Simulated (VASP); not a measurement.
# Ti2O (P-3m1) in VASP: single point with PBEsol

Aim: the single point of Ti2O with PBEsol.

Program: VASP 6.6.1. These are calculated values, not measurements. Logs are shortened: lines on timing, memory, paths and dates and some standing lists are left out, and cuts for length are marked.

## (1) The cell of the first run

It takes space group P-3m1 (No. 164, trigonal). Conventional cell: a = 2.919 Å, b = 2.919 Å, c = 4.713 Å, α = 90.00°, β = 90.00°, γ = 120.00°. Ti (site symmetry 3m) has 3 O at 2.14 Å and 3 Ti at 2.68 Å within 2.8 Å. O (site symmetry -3m) has 6 Ti at 2.14 Å within 2.8 Å.

## (2) Single point, PBEsol

The input, INCAR:

```
ALGO = Normal
EDIFF = 1E-6
ENCUT = 600
GGA = PS
GGA_COMPAT = False
ISIF = 2
ISMEAR = -1
LASPH = True
LCHARG = False
LREAL = False
LWAVE = False
NBANDS = 22
NELM = 120
PREC = Accurate
SIGMA = 0.1
```

The input, KPOINTS:

```
k-points
0
Gamma
  8 8 5
```

The input, POSCAR:

```
Ti2O
1.0
    2.9194000000      0.0000000000      0.0000000000
   -1.4597000000      2.5282745638      0.0000000000
    0.0000000000      0.0000000000      4.7130000000
Ti O
2 1
Direct
    0.6666666667      0.3333333333      0.2787400000
    0.3333333333      0.6666666667      0.7212600000
    0.0000000000      0.0000000000      0.0000000000
```

Potentials or basis: VASP PAW PBE potentials, release 64 (Ti_sv, O).

Started as:

```sh
$ cat potpaw_PBE.64/Ti_sv/POTCAR potpaw_PBE.64/O/POTCAR > POTCAR
$ mpirun -np 1 vasp_std > vasp.out
```

OUTCAR:

```text
EDIFF = 1E-6
   ENCUT = 600
   GGA = PS
   ISIF = 2
   ISMEAR = -1
   LASPH = True
   LREAL = False
   NELM = 120
   PREC = Accurate

 ion  position               nearest neighbor table
   1  0.667  0.333  0.279-   3 2.14   3 2.14   3 2.14   2 2.68   2 2.68   2 2.68
   2  0.333  0.667  0.721-   3 2.14   3 2.14   3 2.14   1 2.68   1 2.68   1 2.68
   3  0.000  0.000  0.000-   1 2.14   2 2.14   2 2.14   1 2.14   1 2.14   2 2.14

  LATTYP: Found a hexagonal cell.
 ALAT       =     2.9194000000
 C/A-ratio  =     1.6143728163

  Lattice vectors:

 A1 = (   2.9194000000,   0.0000000000,   0.0000000000)
 A2 = (  -1.4597000000,   2.5282745638,   0.0000000000)
 A3 = (   0.0000000000,   0.0000000000,   4.7130000000)

Analysis of symmetry for initial positions (statically):
=====================================================================
 Subroutine PRICEL returns:
 Original cell was already a primitive cell.

 Routine SETGRP: Setting up the symmetry group for a
 hexagonal supercell.

 Subroutine GETGRP returns: Found 12 space group operations
 (whereof 12 operations were pure point group operations)
 out of a pool of 24 trial point group operations.

The static configuration has the point symmetry D_3d.

Analysis of symmetry for dynamics (positions and initial velocities):
=====================================================================
 Subroutine PRICEL returns:
 Original cell was already a primitive cell.

 Routine SETGRP: Setting up the symmetry group for a
 hexagonal supercell.

 Subroutine GETGRP returns: Found 12 space group operations
 (whereof 12 operations were pure point group operations)
 out of a pool of 24 trial point group operations.

The dynamic configuration has the point symmetry D_3d.

 Subroutine INISYM returns: Found 12 space group operations
 (whereof 12 operations are pure point group operations),
 and found     1 'primitive' translations

----------------------------------------------------------------------------------------

                                     Primitive cell

  volume of cell :      34.7869

  direct lattice vectors                    reciprocal lattice vectors
     2.919400000  0.000000000  0.000000000     0.342536138  0.197763331  0.000000000
    -1.459700000  2.528274564  0.000000000     0.000000000  0.395526662  0.000000000
     0.000000000  0.000000000  4.713000000     0.000000000  0.000000000  0.212179079

  length of vectors
     2.919400000  2.919400000  4.713000000     0.395526662  0.395526662  0.212179079

  position of ions in fractional coordinates (direct lattice)
     0.666666667  0.333333333  0.278740000
     0.333333333  0.666666667  0.721260000
     0.000000000  0.000000000  0.000000000

  ion indices of the primitive-cell ions
   primitive index   ion index
                 1           1
                 2           2
                 3           3

----------------------------------------------------------------------------------------

 KPOINTS: k-points

Automatic generation of k-mesh.
 Grid dimensions read from file:
 generate k-points for:    8    8    5

 Generating k-lattice:

  Cartesian coordinates                     Fractional coordinates (reciprocal lattice)
     0.042817017  0.024720416  0.000000000     0.125000000  0.000000000  0.000000000
     0.000000000  0.049440833  0.000000000     0.000000000  0.125000000  0.000000000
     0.000000000  0.000000000  0.042435816     0.000000000  0.000000000  0.200000000

  Length of vectors
     0.049440833  0.049440833  0.042435816

  Shift w.r.t. Gamma in fractional coordinates (k-lattice)
     0.000000000  0.000000000  0.000000000

 Subroutine IBZKPT returns following result:
 ===========================================

 Found     40 irreducible k-points:

 Following reciprocal coordinates:
            Coordinates               Weight
  0.000000  0.000000  0.000000      1.000000
  0.125000  0.000000  0.000000      6.000000
  0.250000  0.000000  0.000000      6.000000
  0.375000  0.000000  0.000000      6.000000
  0.500000  0.000000  0.000000      3.000000
  0.125000  0.125000  0.000000      6.000000
[... 16 lines left out ...]
 -0.125000  0.500000  0.200000     12.000000
  0.250000  0.250000  0.200000     12.000000
 [... further k-points ...]
   k-points           NKPTS =     40   k-points in BZ     NKDIM =     40   number of bands    NBANDS=     22
   number of dos      NEDOS =    301   number of ions     NIONS =      3
   total plane-waves  NPLWV =  23040
   dimension x,y,z NGX =    24 NGY =   24 NGZ =   40
   dimension x,y,z NGXF=    48 NGYF=   48 NGZF=   80
   ions per type =               2   1
   NGX,Y,Z   is equivalent  to a cutoff of  13.67, 13.67, 14.11 a.u.
   NGXF,Y,Z  is equivalent  to a cutoff of  27.33, 27.33, 28.22 a.u.
 SYSTEM =  unknown system
   PREC   = accura    normal or accurate (medium, high low for compatibility)
   ISTART =      0    job   : 0-new  1-cont  2-samecut
   ICHARG =      2    charge: 1-file 2-atom 10-const
   ISPIN  =      1    spin polarized calculation?
   LNONCOLLINEAR =      F non collinear calculations
   LSORBIT =      F    spin-orbit coupling
   LASPH  =      T    aspherical Exc in radial PAW
   ENCUT  =  600.0 eV  44.10 Ry    6.64 a.u.   5.83  5.83  9.41*2*pi/ulx,y,z
   NELM   =    120;   NELMIN=  2; NELMDL= -5     # of ELM steps
   EDIFF  = 0.1E-05   stopping-criterion for ELM
   LREAL  =      F    real-space projection
   EDIFFG = 0.1E-04   stopping-criterion for IOM
   NSW    =      0    number of steps for IOM
   IBRION =     -1    ionic relax: 0-MD 1-quasi-New 2-CG
   NFREE  =      0    steps in history (QN), initial steepest desc. (CG)
   ISIF   =      2    stress and relaxation
   ISYM   =      2    0-nonsym 1-usesym 2-fastsym
   POTIM  = 0.5000    time-step for ionic-motion
   TEBEG  =    0.0;   TEEND  =   0.0 temperature during run
   PSTRESS=    0.0 pullay stress
   NELECT =      30.0000    total number of electrons
   NUPDOWN=      -1.0000    fix difference up-down
   EMIN   =  10.00;   EMAX   =-10.00  energy-range for DOS
   EFERMI =   0.00;   METHOD = LEGACY
   ISMEAR =    -1;   SIGMA  =   0.10  broadening in eV -4-tet -1-fermi 0-gaus
   EFERMI_NEDOS =   21; number of points for ismear=-14 and -15
   IALGO  =     38    algorithm
   IMIX   =      4    mixing-type and parameters
     AMIX     =   0.40;   BMIX     =  1.00
     AMIX_MAG =   1.60;   BMIX_MAG =  1.00
  volume/ion in A,a.u.               =      11.60        78.25
  Fermi-wavevector in a.u.,A,eV,Ry     =   1.558273  2.944709 33.037859  2.428214
  Thomas-Fermi vector in A             =   2.661801
   LORBIT       =      0    0 simple, 1 ext, 2 COOP (PROOUT), +10 PAW based schemes
   GGA     = PS    functional components
   LHFCALC =     F    Hartree Fock is set to
   AEXX    =    0.0000 exact exchange contribution
   IVDW    =     0    specifies the selected vdW correction
   LEPSILON=     F    determine dielectric tensor
   LRPA    =     F    only Hartree local field effects (RPA)
 non-spin polarized calculation
  energy-cutoff  :      600.00
  volume of cell :       34.79
 maximum number of plane-waves:      1174
 NGX is ok and might be reduce to    24
   NGX = 11   NGY = 11   NGZ = 19

 number of electron      29.9999995 magnetization

 Free energy of the ion-electron system (eV)
  ---------------------------------------------------
  ext. energy  EPLUGINS =         0.00000000
  ---------------------------------------------------
  free energy    TOTEN  =       -27.53408191 eV

  energy without entropy =      -27.50703511  energy(sigma->0) =      -27.52055851

 E-fermi :  10.3194     XC(G=0): -12.7149

 val. band max:       10.3101454161   @ k =   0.3750   0.1250   0.4000
 cond. band min:      10.3436796587   @ k =   0.0000   0.1250   0.2000
 fundamental gap:      0.0335342427
 Fermi energy:        10.3193881683

 k-point     1 :       0.0000    0.0000    0.0000
  band No.  band energies     occupation
      1     -46.6191      2.00000
      2     -46.4343      2.00000
      3     -23.4593      2.00000
      4     -22.6695      2.00000
      5     -22.6695      2.00000
      6     -22.5564      2.00000
[... 14 lines left out ...]
     21      11.6527      0.00000
     22      14.4800      0.00000

 k-point     2 :       0.1250    0.0000    0.0000
  band No.  band energies     occupation
      1     -46.6006      2.00000
      2     -46.4283      2.00000
      3     -23.4109      2.00000
      4     -22.7726      2.00000
      5     -22.6983      2.00000
      6     -22.6332      2.00000
[... 14 lines left out ...]
     21      12.1270      0.00000
     22      13.8049      0.00000

 k-point     3 :       0.2500    0.0000    0.0000
  band No.  band energies     occupation
      1     -46.5534      2.00000
      2     -46.4159      2.00000
      3     -23.2871      2.00000
      4     -22.9922      2.00000
      5     -22.8281      2.00000
      6     -22.7627      2.00000
[... 14 lines left out ...]
     21      12.8662      0.00000
     22      13.5295      0.00000

 k-point     4 :       0.3750    0.0000    0.0000
  band No.  band energies     occupation
      1     -46.4996      2.00000
      2     -46.4098      2.00000
      3     -23.2101      2.00000
      4     -23.1762      2.00000
      5     -22.9505      2.00000
      6     -22.8227      2.00000
[... 14 lines left out ...]
     21      13.3090      0.00000
     22      13.8141      0.00000

 k-point     5 :       0.5000    0.0000    0.0000
  band No.  band energies     occupation
      1     -46.4721      2.00000
      2     -46.4124      2.00000
      3     -23.2995      2.00000
      4     -23.1795      2.00000
      5     -22.9095      2.00000
      6     -22.8468      2.00000
[... 14 lines left out ...]
     21      13.5650      0.00000
     22      13.6175      0.00000

 k-point     6 :       0.1250    0.1250    0.0000
  band No.  band energies     occupation
      1     -46.5677      2.00000
      2     -46.4191      2.00000
      3     -23.3241      2.00000
      4     -22.8958      2.00000
      5     -22.8436      2.00000
      6     -22.6898      2.00000
[... 14 lines left out ...]
     21      12.7898      0.00000
     22      13.4125      0.00000

 k-point     7 :       0.2500    0.1250    0.0000
  band No.  band energies     occupation
      1     -46.5167      2.00000
      2     -46.4104      2.00000
      3     -23.1968      2.00000
      4     -23.0957      2.00000
      5     -22.9795      2.00000
      6     -22.7808      2.00000
[... 324 lines left out ...]
      6     -22.7875      2.00000
[... 14 lines left out ...]
     21      13.3192      0.00000
     22      14.3306      0.00000

 k-point    21 :      -0.1250    0.3750    0.2000
  band No.  band energies     occupation
      1     -46.5108      2.00000
      2     -46.4163      2.00000
      3     -23.2129      2.00000
      4     -23.0716      2.00000
      5     -22.9884      2.00000
      6     -22.7765      2.00000
[... 14 lines left out ...]
     21      13.3669      0.00000
     22      13.6814      0.00000

 k-point    22 :       0.3750    0.1250    0.2000
  band No.  band energies     occupation
      1     -46.4693      2.00000
      2     -46.4152      2.00000
      3     -23.2947      2.00000
      4     -23.1820      2.00000
      5     -22.9011      2.00000
      6     -22.8509      2.00000
[... 14 lines left out ...]
     21      13.6106      0.00000
     22      14.2629      0.00000

 k-point    23 :      -0.1250    0.5000    0.2000
  band No.  band energies     occupation
      1     -46.4691      2.00000
      2     -46.4154      2.00000
      3     -23.2810      2.00000
      4     -23.1613      2.00000
      5     -22.9718      2.00000
      6     -22.8160      2.00000
[... 14 lines left out ...]
     21      13.5760      0.00000
     22      14.0696      0.00000

 k-point    24 :       0.2500    0.2500    0.2000
  band No.  band energies     occupation
      1     -46.4695      2.00000
      2     -46.4150      2.00000
      3     -23.1933      2.00000
      4     -23.1747      2.00000
      5     -23.0067      2.00000
      6     -22.8040      2.00000
[... 14 lines left out ...]
     21      13.6541      0.00000
     22      14.2539      0.00000

 [... further k-points ...]

------------------------ aborting loop because EDIFF is reached ----------------------------------------

  FORCE on cell =-STRESS in cart. coord.  units (eV):
  Direction    XX          YY          ZZ          XY          YZ          ZX
  --------------------------------------------------------------------------------------
  -------------------------------------------------------------------------------------
  Total        0.6424081      0.6424081      1.7208576      0.0000000      0.0000000      0.0000000
  in kB       29.5873644     29.5873644     79.2574760      0.0000000      0.0000000      0.0000000
  external PRESSURE =      46.1440683 kB  Pullay stress =       0.0000000 kB

 VOLUME and BASIS-vectors are now :
 -----------------------------------------------------------------------------
  energy-cutoff  :      600.00
  volume of cell :       34.79
      direct lattice vectors                 reciprocal lattice vectors
     2.919400000  0.000000000  0.000000000     0.342536138  0.197763331  0.000000000
    -1.459700000  2.528274564  0.000000000     0.000000000  0.395526662  0.000000000
     0.000000000  0.000000000  4.713000000     0.000000000  0.000000000  0.212179079

 POSITION                                       TOTAL-FORCE (eV/Angst)
 -----------------------------------------------------------------------------------
      1.45970      0.84276      1.31370        -0.000000      0.000000     -1.311828
     -0.00000      1.68552      3.39930         0.000000      0.000000      1.311828
      0.00000      0.00000      0.00000        -0.000000      0.000000      0.000000
 -----------------------------------------------------------------------------------
    total drift:                               -0.000000      0.000000      0.000000

  FREE ENERGIE OF THE ION-ELECTRON SYSTEM (eV)
  ---------------------------------------------------
  free  energy   TOTEN  =       -27.5340819104 eV

  energy  without entropy=      -27.5070351057  energy(sigma->0) =      -27.52055851
```

Wall time 13 s (1 thread of Intel Xeon 6975P-C (Granite Rapids), shared host); peak memory 0.17 GiB.

What came out:

```
Free energy            : -27.5341 eV
Pressure               : 4.6 GPa
Largest force          : 1.312 eV/Å
Band gap on the k mesh : zero (bands 15 and 16 overlap by 0.66 eV)
```

Forces on the atoms (eV/Å):
```
Ti   0.000  0.000 -1.312
Ti   0.000  0.000  1.312
O    0.000  0.000  0.000
```

Caveat: the cell stands under pressure; the PAW data sets were made with another functional, which shifts forces and pressure a little.
